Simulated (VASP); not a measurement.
A run of VASP 6.6.1 is set up as follows.

Contents of INCAR:

```
PREC = Accurate
ENCUT = 600
EDIFF = 1E-6
ISMEAR = -1
SIGMA = 0.05
LREAL = False
LASPH = True
NELM = 100
ALGO = Normal
ISIF = 3
LWAVE = False
LCHARG = False
GGA = CA
IBRION = 2
NSW = 80
EDIFFG = -0.01
```

KPOINTS

```
regular mesh
0
Gamma
  9 9 9
```

Contents of POSCAR:

```
Tc
1.0
    0.0000000000      1.9500000000      1.9500000000
    1.9500000000      0.0000000000      1.9500000000
    1.9500000000      1.9500000000      0.0000000000
Tc
1
Direct
    0.0000000000      0.0000000000      0.0000000000
```

Potentials or basis: VASP PAW LDA potentials, release 64 (Tc_pv).

Command:

```sh
$ cat potpaw_LDA.64/Tc_pv/POTCAR > POTCAR
$ mpirun -np 1 vasp_std > vasp.out
```

Predict the relaxed cell.

a = 2.695 Å, b = 2.695 Å, c = 2.695 Å, α = 60.00°, β = 60.00°, γ = 60.00°.

Predict the space group after relaxing (to 0.05 Å).

Fm-3m (No. 225).

Final structure:
```
Tc
1.0
     0.00000    1.90597    1.90597
     1.90597    0.00000    1.90597
     1.90597    1.90597    0.00000
Tc
1
Direct
  0.00000 0.00000 0.00000
```

LDA usually gives volumes a few per cent too small. Zero-point motion and thermal expansion aren't in these numbers.
